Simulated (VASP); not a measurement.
# Pt (Fm-3m) in VASP: further runs

The runs below take Pt through elastic constants, with PBE.

Everything below comes from runs of VASP 6.6.1. Logs are shortened: lines on timing, memory, paths and dates and some standing lists are left out, and cuts for length are marked.

## Step 1: The cell of the first run

It takes space group Fm-3m (No. 225, cubic). The conventional cell has a = 3.835 Å, b = 3.835 Å, c = 3.835 Å, α = 90.00°, β = 90.00°, γ = 90.00°. Within 3.6 Å of Pt (site symmetry m-3m) lie 12 Pt at 2.71 Å.

## Step 2: Elastic constants, PBE

File INCAR:

```
SYSTEM = Pt
PREC = Accurate
ENCUT = 600
EDIFF = 1E-8
ISMEAR = -1
SIGMA = 0.15
LREAL = .False.
LASPH = .True.
NELM = 100
ALGO = Normal
ISIF = 3
LWAVE = .False.
LCHARG = .False.
GGA = PE
NBANDS = 11
IBRION = 6
NFREE = 2
POTIM = 0.015
NSW = 1
```

File KPOINTS:

```
regular mesh
0
Gamma
  20 20 20
  0 0 0
```

File POSCAR:

```
Pt
1.0
    0.0000000000      1.9174196095      1.9174196095
    1.9174196095      0.0000000000      1.9174196095
    1.9174196095      1.9174196095      0.0000000000
Pt
1
Direct
    0.0000000000      0.0000000000      0.0000000000
```

Potentials or basis: VASP PAW PBE potentials, release 64 (Pt).

Started as:

```console
> cat potpaw_PBE.64/Pt/POTCAR > POTCAR
> mpirun -np 1 vasp_std > vasp.out
```

OUTCAR:

```text
SYSTEM = Pt
   PREC = Accurate
   ENCUT = 600
   EDIFF = 1E-8
   ISMEAR = -1
   LREAL = .False.
   LASPH = .True.
   NELM = 100
   ISIF = 3
   GGA = PE
   IBRION = 6
   NFREE = 2
   POTIM = 0.015
   NSW = 1

 ion  position               nearest neighbor table
   1  0.000  0.000  0.000-

  LATTYP: Found a face centered cubic cell.
 ALAT       =     3.8348392190

  Lattice vectors:

 A1 = (   0.0000000000,   1.9174196095,   1.9174196095)
 A2 = (   1.9174196095,   0.0000000000,   1.9174196095)
 A3 = (   1.9174196095,   1.9174196095,   0.0000000000)

Analysis of symmetry for initial positions (statically):
=====================================================================
 Subroutine PRICEL returns:
 Original cell was already a primitive cell.

 Routine SETGRP: Setting up the symmetry group for a
 face centered cubic supercell.

 Subroutine GETGRP returns: Found 48 space group operations
 (whereof 48 operations were pure point group operations)
 out of a pool of 48 trial point group operations.

The static configuration has the point symmetry O_h .

Analysis of symmetry for dynamics (positions and initial velocities):
=====================================================================
 Subroutine PRICEL returns:
 Original cell was already a primitive cell.

 Routine SETGRP: Setting up the symmetry group for a
 face centered cubic supercell.

 Subroutine GETGRP returns: Found 48 space group operations
 (whereof 48 operations were pure point group operations)
 out of a pool of 48 trial point group operations.

The dynamic configuration has the point symmetry O_h .

 Subroutine INISYM returns: Found 48 space group operations
 (whereof 48 operations are pure point group operations),
 and found     1 'primitive' translations

----------------------------------------------------------------------------------------

                                     Primitive cell

  volume of cell :      14.0988

  direct lattice vectors                    reciprocal lattice vectors
     0.000000000  1.917419610  1.917419610    -0.260767126  0.260767126  0.260767126
     1.917419610  0.000000000  1.917419610     0.260767126 -0.260767126  0.260767126
     1.917419610  1.917419610  0.000000000     0.260767126  0.260767126 -0.260767126

  length of vectors
     2.711640817  2.711640817  2.711640817     0.451661910  0.451661910  0.451661910

  position of ions in fractional coordinates (direct lattice)
     0.000000000  0.000000000  0.000000000

  ion indices of the primitive-cell ions
   primitive index   ion index
                 1           1

----------------------------------------------------------------------------------------

 KPOINTS: regular mesh

Automatic generation of k-mesh.
 Grid dimensions read from file:
 generate k-points for:   20   20   20

 Generating k-lattice:

  Cartesian coordinates                     Fractional coordinates (reciprocal lattice)
    -0.013038356  0.013038356  0.013038356     0.050000000  0.000000000  0.000000000
     0.013038356 -0.013038356  0.013038356     0.000000000  0.050000000  0.000000000
     0.013038356  0.013038356 -0.013038356     0.000000000  0.000000000  0.050000000

  Length of vectors
     0.022583096  0.022583096  0.022583096

  Shift w.r.t. Gamma in fractional coordinates (k-lattice)
     0.000000000  0.000000000  0.000000000

 Subroutine IBZKPT returns following result:
 ===========================================

 Found    256 irreducible k-points:

 Following reciprocal coordinates:
            Coordinates               Weight
  0.000000  0.000000  0.000000      1.000000
  0.050000  0.000000  0.000000      8.000000
  0.100000  0.000000  0.000000      8.000000
  0.150000  0.000000  0.000000      8.000000
  0.200000  0.000000  0.000000      8.000000
  0.250000  0.000000  0.000000      8.000000
[... 16 lines left out ...]
 -0.400000  0.050000  0.000000     24.000000
 -0.350000  0.050000  0.000000     24.000000
 [... further k-points ...]
   k-points           NKPTS =    256   k-points in BZ     NKDIM =    256   number of bands    NBANDS=     11
   number of dos      NEDOS =    301   number of ions     NIONS =      1
[... 22 lines left out ...]
   ISIF   =      3    stress and relaxation
   ISYM   =      2    0-nonsym 1-usesym 2-fastsym
   POTIM  = 0.0150    time-step for ionic-motion
   TEBEG  =    0.0;   TEEND  =   0.0 temperature during run
   PSTRESS=    0.0 pullay stress
   NELECT =      10.0000    total number of electrons
   NUPDOWN=      -1.0000    fix difference up-down
   EMIN   =  10.00;   EMAX   =-10.00  energy-range for DOS
   EFERMI =   0.00;   METHOD = LEGACY
   ISMEAR =    -1;   SIGMA  =   0.15  broadening in eV -4-tet -1-fermi 0-gaus
   EFERMI_NEDOS =   21; number of points for ismear=-14 and -15
   IALGO  =     38    algorithm
   IMIX   =      4    mixing-type and parameters
     AMIX     =   0.40;   BMIX     =  1.00
     AMIX_MAG =   1.60;   BMIX_MAG =  1.00
  volume/ion in A,a.u.               =      14.10        95.14
  Fermi-wavevector in a.u.,A,eV,Ry     =   1.459983  2.758967 29.001486  2.131549
  Thomas-Fermi vector in A             =   2.576486
   LORBIT       =      0    0 simple, 1 ext, 2 COOP (PROOUT), +10 PAW based schemes
   GGA     = PE    functional components
   LHFCALC =     F    Hartree Fock is set to
   AEXX    =    0.0000 exact exchange contribution
   IVDW    =     0    specifies the selected vdW correction
   LEPSILON=     F    determine dielectric tensor
   LRPA    =     F    only Hartree local field effects (RPA)
 finite differences with symmetry
 non-spin polarized calculation
  energy-cutoff  :      600.00
  volume of cell :       14.10
 maximum number of plane-waves:       495
 NGX is ok and might be reduce to    24
   NGX = 11   NGY = 11   NGZ = 11

--------------------------------------- Ionic step        1  -------------------------------------------

 number of electron      10.0000001 magnetization

 Free energy of the ion-electron system (eV)
  ---------------------------------------------------
  ext. energy  EPLUGINS =         0.00000000
  ---------------------------------------------------
  free energy    TOTEN  =        -6.01116655 eV

  energy without entropy =       -5.91033295  energy(sigma->0) =       -5.96074975

------------------------ aborting loop because EDIFF is reached ----------------------------------------

  FORCE on cell =-STRESS in cart. coord.  units (eV):
  Direction    XX          YY          ZZ          XY          YZ          ZX
  --------------------------------------------------------------------------------------
  -------------------------------------------------------------------------------------
  Total        3.0368301      3.0368301      3.0368301      0.0000000     -0.0000000     -0.0000000
  in kB      345.1036732    345.1036732    345.1036732      0.0000000     -0.0000000     -0.0000000
  external PRESSURE =     345.1036732 kB  Pullay stress =       0.0000000 kB
[... 86 lines left out ...]
  FREE ENERGIE OF THE ION-ELECTRON SYSTEM (eV)
  ---------------------------------------------------
  free  energy   TOTEN  =        -5.9604072269 eV

  energy  without entropy=       -5.8615182132  energy(sigma->0) =       -5.91096272

[... ionic steps 4 to 12 ...]

--------------------------------------- Ionic step       13  -------------------------------------------

 number of electron      10.0000001 magnetization

------------------------ aborting loop because EDIFF is reached ----------------------------------------
[... 65 lines left out ...]
--------------------------------------- Ionic step       15  -------------------------------------------

 number of electron      10.0000001 magnetization

 Free energy of the ion-electron system (eV)
  ---------------------------------------------------
  ext. energy  EPLUGINS =         0.00000000
  ---------------------------------------------------
  free energy    TOTEN  =        -6.01116656 eV

  energy without entropy =       -5.91033296  energy(sigma->0) =       -5.96074976

 E-fermi :  12.6409     XC(G=0): -13.8980

 val. band max:       12.6372900178   @ k =   0.4000   0.3500   0.0000
 cond. band min:      12.6425557195   @ k =  -0.4500   0.2500   0.0500
 fundamental gap:      0.0052657017
 Fermi energy:        12.6409443289

 k-point     1 :       0.0000    0.0000    0.0000
  band No.  band energies     occupation
      1       1.6131      2.00000
      2       8.3903      2.00000
      3       8.3903      2.00000
      4       8.3903      2.00000
      5      10.7972      1.99999
      6      10.7972      1.99999
      7      27.0296      0.00000
      8      32.3808      0.00000
      9      32.3808      0.00000
     10      32.3808      0.00000
     11      37.9762      0.00000
[... 309 lines left out ...]
 k-point    24 :      -0.3500    0.0500    0.0000
  band No.  band energies     occupation
      1       4.6086      2.00000
      2       8.4600      2.00000
      3       8.5573      2.00000
      4       9.3989      2.00000
      5      11.7370      1.99518
      6      12.4677      1.52093
      7      22.2522      0.00000
      8      27.6734      0.00000
      9      32.8042      0.00000
     10      34.4120      0.00000
     11      38.6292      0.00000

 [... further k-points ...]
[... 5 lines left out ...]
  --------------------------------------------------------------------------------------
  -------------------------------------------------------------------------------------
  Total        3.0368088      3.0368088      3.0368088     -0.0000000      0.0000000      0.0000000
  in kB      345.1012575    345.1012575    345.1012575     -0.0000000      0.0000000      0.0000000
  external PRESSURE =     345.1012575 kB  Pullay stress =       0.0000000 kB
[... 16 lines left out ...]
  FREE ENERGIE OF THE ION-ELECTRON SYSTEM (eV)
  ---------------------------------------------------
  free  energy   TOTEN  =        -6.0111665639 eV

  energy  without entropy=       -5.9103329599  energy(sigma->0) =       -5.96074976

 INTERNAL STRAIN TENSORS FROM STRAINED CELLS
 ============================================

 INTERNAL STRAIN TENSOR FOR ION    1 for displacements in x,y,z  (eV/Angst):
          X           Y           Z          XY          YZ          ZX
  --------------------------------------------------------------------------------
  x    -0.00000     0.00000     0.00000     0.00000     0.00000    -0.00000
  y     0.00000     0.00000    -0.00000    -0.00000     0.00000     0.00000
  z     0.00000    -0.00000     0.00000     0.00000     0.00000     0.00000

 INTERNAL STRAIN TENSORS FROM DISPLACED ATOMS
 ============================================

 INTERNAL STRAIN TENSOR FOR ION    1 for displacements in x,y,z  (eV/Angst):
          X           Y           Z          XY          YZ          ZX
  --------------------------------------------------------------------------------
  x     0.00000     0.00000     0.00000     0.00000     0.00000     0.00000
  y     0.00000     0.00000     0.00000     0.00000     0.00000     0.00000
  z     0.00000     0.00000     0.00000     0.00000     0.00000     0.00000

 Eigenvectors and eigenvalues of the dynamical matrix
 ----------------------------------------------------

   1 f  =    0.000000 THz     0.000000 2PiTHz    0.000000 cm-1     0.000000 meV
             X         Y         Z           dx          dy          dz
      0.000000  0.000000  0.000000     1.000000    0.000000    0.000000

   2 f  =    0.000000 THz     0.000000 2PiTHz    0.000000 cm-1     0.000000 meV
             X         Y         Z           dx          dy          dz
      0.000000  0.000000  0.000000     0.000000    1.000000    0.000000

   3 f  =    0.000000 THz     0.000000 2PiTHz    0.000000 cm-1     0.000000 meV
             X         Y         Z           dx          dy          dz
      0.000000  0.000000  0.000000     0.000000    0.000000    1.000000

--------------------------------------------------------------------------------------------------------

 ELASTIC MODULI CONTR FROM IONIC RELAXATION (kBar)
 Direction    XX          YY          ZZ          XY          YZ          ZX
 --------------------------------------------------------------------------------
 XX           0.0000      0.0000      0.0000      0.0000      0.0000      0.0000
 YY           0.0000      0.0000      0.0000      0.0000      0.0000      0.0000
 ZZ           0.0000      0.0000      0.0000      0.0000      0.0000      0.0000
 XY           0.0000      0.0000      0.0000      0.0000      0.0000      0.0000
 YZ           0.0000      0.0000      0.0000      0.0000      0.0000      0.0000
 ZX           0.0000      0.0000      0.0000      0.0000      0.0000      0.0000
 --------------------------------------------------------------------------------

 TOTAL ELASTIC MODULI (kBar)
 Direction    XX          YY          ZZ          XY          YZ          ZX
 --------------------------------------------------------------------------------
 XX        4796.8904   3403.9858   3403.9858      0.0000      0.0000      0.0000
 YY        3403.9858   4796.8904   3403.9858      0.0000      0.0000      0.0000
 ZZ        3403.9858   3403.9858   4796.8904     -0.0000      0.0000      0.0000
 XY           0.0000      0.0000     -0.0000   1403.1319      0.0000     -0.0000
 YZ           0.0000      0.0000      0.0000      0.0000   1403.1319      0.0000
 ZX           0.0000      0.0000      0.0000     -0.0000      0.0000   1403.1319
 --------------------------------------------------------------------------------
```

Run time: 31 min. Hardware: 1 thread of Intel Xeon Platinum 8259CL at 2.50GHz (Skylake/Cascade Lake), shared host; peak memory 0.79 GiB.

Results:

```yaml
Elastic_constants_C11_C12_C44: 480, 340, 140 GPa
Voigt_bulk_modulus: 387 GPa
```

Elastic tensor in Voigt notation (GPa, in the Cartesian axes of the cell as first typed):
```
480 340 340   0   0   0
340 480 340   0   0   0
340 340 480   0   0   0
  0   0   0 140   0   0
  0   0   0   0 140   0
  0   0   0   0   0 140
```

Clamped-ion elastic tensor (GPa):
```
480 340 340   0   0   0
340 480 340   0   0   0
340 340 480   0   0   0
  0   0   0 140   0   0
  0   0   0   0 140   0
  0   0   0   0   0 140
```

Caveat: the cell is under stress, which shifts elastic constants; spin-orbit coupling is left out, which moves the levels of the heavy elements.

## Step 3: Elastic constants, PBE

This run uses another cell than the first one, of 15.28 Å³/atom.

File INCAR:

```
PREC = Accurate ; ENCUT = 600
EDIFF = 1E-8 ; ISMEAR = -1
SIGMA = 0.15 ; LREAL = False
LASPH = True ; NELM = 60
ALGO = Normal ; ISIF = 3
LWAVE = False ; LCHARG = True
GGA = PE ; NBANDS = 11
IBRION = 6 ; NFREE = 2
POTIM = 0.015 ; NSW = 1
```

File KPOINTS:

```
Automatic mesh
0
Gamma
  20 20 20
```

File POSCAR:

```
Pt
1.0
    0.0000000000      1.9695321791      1.9695321791
    1.9695321791      0.0000000000      1.9695321791
    1.9695321791      1.9695321791      0.0000000000
Pt
1
Direct
    0.0000000000      0.0000000000      0.0000000000
```

Potentials or basis: VASP PAW PBE potentials, release 64 (Pt).

Started as:

```console
> cat potpaw_PBE.64/Pt/POTCAR > POTCAR
> mpirun -np 1 vasp_std > vasp.out
```

Wall time 27 min (1 thread of Intel Xeon Platinum 8259CL at 2.50GHz (Skylake/Cascade Lake), shared host); peak memory 0.82 GiB.

Results (log left out):

```
Elastic constants C11, C12, C44 : 342, 241, 92 GPa
Voigt bulk modulus              : 275 GPa
```

Elastic tensor in Voigt notation (GPa, in the Cartesian axes of the cell as first typed):
```
342 241 241   0   0   0
241 342 241   0   0   0
241 241 342   0   0   0
  0   0   0  92   0   0
  0   0   0   0  92   0
  0   0   0   0   0  92
```

Clamped-ion elastic tensor (GPa):
```
342 241 241   0   0   0
241 342 241   0   0   0
241 241 342   0   0   0
  0   0   0  92   0   0
  0   0   0   0  92   0
  0   0   0   0   0  92
```

Caveat: the cell is under stress, which shifts elastic constants; spin-orbit coupling is left out, which moves the levels of the heavy elements.
